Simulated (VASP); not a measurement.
Set up this calculation in VASP 6.6.1, as the native input.

```yaml
Task: single point
Functional: PBE
Potentials_or_basis: VASP PAW PBE potentials, release 64 (Zn, Au)
Cutoff: 520 eV
k_mesh: 14 × 14 × 14
Occupations: gaussian, width 0.1 eV
Spin: no spin polarisation
Dipole_correction: no
Further_INCAR_settings: ALGO = Normal; EDIFF = 1e-07; NBANDS = 18
```

The structure of ZnAu lies in POSCAR:

```
ZnAu
1.0
    3.0717552300      0.0000000000      0.0000000000
    0.0000000000      3.0717552300      0.0000000000
    0.0000000000      0.0000000000      3.0717552300
Zn Au
1 1
Direct
    0.5000000000      0.5000000000      0.5000000000
    0.0000000000      0.0000000000      0.0000000000
```

This cell differs from its parent crystal: strained.

These files were run (other wordings do the same):

INCAR

```
  PREC = Accurate
  ENCUT = 520
  EDIFF = 1E-7
  ISMEAR = 0
  SIGMA = 0.1
  LREAL = F
  LASPH = T
  NELM = 100
  ALGO = Normal
  ISIF = 2
  LWAVE = F
  LCHARG = F
  GGA = PE
  NBANDS = 18
```

KPOINTS

```
regular mesh
0
Gamma
  14 14 14
```

Potentials or basis: VASP PAW PBE potentials, release 64 (Zn, Au).

Launch:

```bash
$ cat potpaw_PBE.64/Zn/POTCAR potpaw_PBE.64/Au/POTCAR > POTCAR
$ mpirun -np 1 vasp_std > vasp.out
```

It gave:

The pressure is 17.5 GPa and the band gap on the k mesh is zero (an odd number of electrons rules out a gap without spin polarisation).

Caveat: the cell differs from its parent crystal (strained); the cell stands under pressure; spin-orbit coupling is left out, which moves the levels of the heavy elements.

It took 13 s on 1 thread of Intel(R) Xeon(R) 6975P-C (Granite Rapids), with other jobs on the host, peak memory 0.19 GiB.
